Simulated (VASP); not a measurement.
Write the native input for VASP 6.6.1 that does the following.

```yaml
Task: single point
Functional: LDA
Potentials_or_basis: VASP PAW LDA potentials, release 64 (Mg, O)
Cutoff: 520 eV
k_mesh: 9 × 9 × 8
Occupations: gaussian, width 0.05 eV
Spin: no spin polarisation
Dipole_correction: no
Further_INCAR_settings: ALGO = Normal; EDIFF = 1e-06; NBANDS = 11
```

The structure of MgO lies in POSCAR:

```
MgO
1.0
    2.9380209034      0.0000000000      0.0000000000
   -1.4690104517      2.5444007392      0.0000000000
    0.0000000000      0.0000000000      2.7600704000
Mg O
1 1
Direct
    0.0000000000      0.0000000000      0.0000000000
    0.3333333333      0.6666666667      0.5000000000
```

This cell differs from its parent crystal: strain +0.000 along x and y, +0.030 along z.

One way to write it, as run:

INCAR

```
SYSTEM = MgO
ALGO = Normal
EDIFF = 1E-6
ENCUT = 520
GGA = CA
ISIF = 2
ISMEAR = 0
LASPH = .TRUE.
LCHARG = .FALSE.
LREAL = .FALSE.
LWAVE = .FALSE.
NBANDS = 11
NELM = 100
PREC = Accurate
SIGMA = 0.05
```

KPOINTS

```
k-points
0
G
  9 9 8
  0 0 0
```

Potentials or basis: VASP PAW LDA potentials, release 64 (Mg, O).

Command:

```console
$ cat potpaw_LDA.64/Mg/POTCAR potpaw_LDA.64/O/POTCAR > POTCAR
$ mpirun -np 1 vasp_std > vasp.out
```

Results of the run:

```json
{"Pressure": "-14.7 GPa", "Band gap on the k mesh": "2.64 eV, indirect (least direct gap 3.08 eV)"}
```

Caveat: the cell differs from its parent crystal (strain +0.000 along x and y, +0.030 along z).

Run time: 25 s on 1 thread of AMD EPYC 7R13, with other jobs on the host, peak memory 0.11 GiB.
